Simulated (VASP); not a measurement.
Runs of VASP 6.6.1 on Cs. The structure is that of space group Im-3m (No. 229), or close to it. The cells are those of the table. 

```csv
task,cell,k mesh,cutoff (eV),gap on the mesh (eV),pressure (GPa)
single point,"a = 5.543 Å, angles 109.5°, 1 atom",12 × 12 × 12,520,none,0.0
single point,"a = 5.543 Å, angles 109.5°, 1 atom",8 × 8 × 8,520,none,0.0
single point,"a = 5.311 Å, angles 109.5°, 1 atom",12 × 12 × 12,520,none,0.3
single point,"a = 5.468 Å, angles 109.5°, 1 atom",12 × 12 × 12,520,none,0.1
relaxation of cell and atoms,"relaxed from a = 5.235 Å, angles 109.5°, 1 atom",8 × 8 × 8,600,none,0.0
single point,"a = 5.687 Å, angles 109.5°, 1 atom",12 × 12 × 12,520,none,-0.1
single point,"a = 5.756 Å, angles 109.5°, 1 atom",12 × 12 × 12,520,none,-0.1
single point,"a = 5.615 Å, angles 109.5°, 1 atom",12 × 12 × 12,520,none,-0.1
single point,"a = 5.391 Å, angles 109.5°, 1 atom",12 × 12 × 12,520,none,(a)
```

Alike in all rows: level RPBE; potentials or basis VASP PAW PBE potentials, release 64 (Cs_sv); no spin polarisation; smearing fermi-dirac 0.1 eV.

Q: Estimate the missing entries.

A: (a) 0.2.

Caveats: the PAW data sets were made with another functional, which shifts forces and pressure a little; spin-orbit coupling is left out, which moves the levels of the heavy elements.

A k mesh can miss the band edges, and the runs leave out spin-orbit coupling on Cs.

A gap of «none» marks levels without a gap at the run's occupations.
